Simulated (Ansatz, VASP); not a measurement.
One calculation of Al, two programs

```
Al
1.0
     3.21264    3.21264    3.21264
    -3.21264   -3.21264    3.21264
     3.21264   -3.21264   -3.21264
Al
8
Direct
  0.92716 0.50000 0.42716
  0.00000 0.00000 0.50000
  0.00000 0.50000 0.00000
  0.00000 0.00000 0.00000
  0.50000 0.50000 0.50000
  0.50000 0.00000 0.50000
  0.50000 0.50000 0.00000
  0.50000 0.00000 0.00000
```

Alike in both runs: task single point; functional PBEsol; k mesh 10 × 10 × 10; occupations gaussian, width 0.15 eV; no spin polarisation.

|  | VASP | Ansatz |
| --- | --- | --- |
| version | VASP 6.6.1 | Ansatz 0.2.0 |
| potentials or method | VASP PAW PBE potentials, release 64 (Al), cutoff 520 eV | scalar-relativistic, plane waves, PAW |
| valence electrons in the cell | 24 | 24 |

VASP gave:

* gap on the k mesh at the Fermi level (eV): none
* pressure (GPa): 2.0
* traceless stress, the component that is largest in VASP (GPa): -0.82
* rms of the force components (eV/Å): 0.604

What did Ansatz give for the same quantities?

gap on the k mesh at the Fermi level (eV): none; pressure (GPa): 1.9; traceless stress, the component that is largest in VASP (GPa): -0.82; rms of the force components (eV/Å): 0.601.

VASP's potentials were made for PBE, not for PBEsol, and Ansatz warns of the same on its side. Atom by atom the forces differ by 0.004 eV/Å (rms over components). A gap of «none» marks a metal or a gap that the smearing closes. With one functional, cell and mesh, what is left measures potentials, basis and numerics.
